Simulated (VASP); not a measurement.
**BaTiO3: single point with PBE**

BaTiO3:

```
Ba Ti O
1.0
     2.75080    1.58817    2.24603
    -2.75080    1.58817    2.24603
     0.00000   -3.17635    2.24603
Ba Ti O
1 1 3
Direct
  0.99576 0.99576 0.99576
  0.49581 0.49581 0.49581
  0.49572 0.49572 0.99570
  0.49572 0.99570 0.49572
  0.99570 0.49572 0.49572
```

| Quantity | Value |
| --- | --- |
| Program | VASP 6.6.1 |
| Task | single point |
| Functional | PBE |
| Potentials or basis | VASP PAW PBE potentials, release 64 (Ba_sv, Ti_sv, O) |
| Cutoff | 520 eV |
| k mesh | 6 × 6 × 6 |
| Occupations | gaussian, width 0.02 eV |
| Spin | no spin polarisation |

The pressure is 22.4 GPa and the band gap on the k mesh is 1.91 eV (least direct gap 1.96 eV).

Levels at points of the mesh, in eV from the valence-band top:
```csv
k point,band 18,band 19,band 20,band 21,band 22,band 23
"(0.00, 0.00, 0.00)",-0.05,-0.05,-0.05,1.91,1.91,1.91
"(0.50, 0.00, 0.00)",-1.93,-0.70,-0.70,2.11,3.93,3.93
"(0.50, 0.50, 0.00)",-0.81,-0.81,-0.10,3.94,3.94,4.39
"(0.50, 0.50, 0.50)",0.00,0.00,0.00,4.71,4.71,4.71
```

Run time: 82 s on 1 thread of Intel Xeon 8259CL (shared host), peak memory 0.2 GiB.

Caveat: the cell stands under pressure; spin-orbit coupling is left out, which moves the levels of the heavy elements. A k mesh can miss the band edges.
